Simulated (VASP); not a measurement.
Write the native input for VASP 6.6.1 that does the following.

- Task: single point
- Functional: PBE
- Potentials or basis: VASP PAW PBE potentials, release 64 (P, C)
- Cutoff: 520 eV
- k mesh: 4 × 4 × 4
- Occupations: gaussian, width 0.1 eV
- Spin: no spin polarisation
- Dipole correction: no
- Further INCAR settings: ALGO = Normal; EDIFF = 1e-07; NBANDS = 16

The structure of PC3 lies in POSCAR:

```
PC3
1.0
    0.0000000000      3.3368169400      3.3368169400
    3.3368169400      0.0000000000      3.3368169400
    3.3368169400      3.3368169400      0.0000000000
P C
1 3
Direct
    0.0000000000      0.0000000000      0.0000000000
    0.5000000000      0.5000000000      0.5000000000
    0.2500000000      0.2500000000      0.2500000000
    0.7500000000      0.7500000000      0.7500000000
```

The input as run:

INCAR

```
SYSTEM = PC3
ALGO = Normal
EDIFF = 1E-7
ENCUT = 520
GGA = PE
ISIF = 2
ISMEAR = 0
LASPH = .True.
LCHARG = .False.
LREAL = .False.
LWAVE = .False.
NBANDS = 16
NELM = 80
PREC = Accurate
SIGMA = 0.1
```

KPOINTS

```
k-points
0
Gamma
  4 4 4
  0 0 0
```

Potentials or basis: VASP PAW PBE potentials, release 64 (P, C).

Run with:

```bash
$ cat potpaw_PBE.64/P/POTCAR potpaw_PBE.64/C/POTCAR > POTCAR
$ mpirun -np 1 vasp_std > vasp.out
```

Results of the run:

| Property | Result |
| --- | --- |
| Pressure | -22.2 GPa |

Caveat: the k points lie up to 0.41 Å⁻¹ apart.

Wall time 11 s on 1 thread of Intel(R) Xeon(R) Platinum 8259CL CPU @ 2.50GHz (Skylake/Cascade Lake) (shared host), peak memory 0.19 GiB.
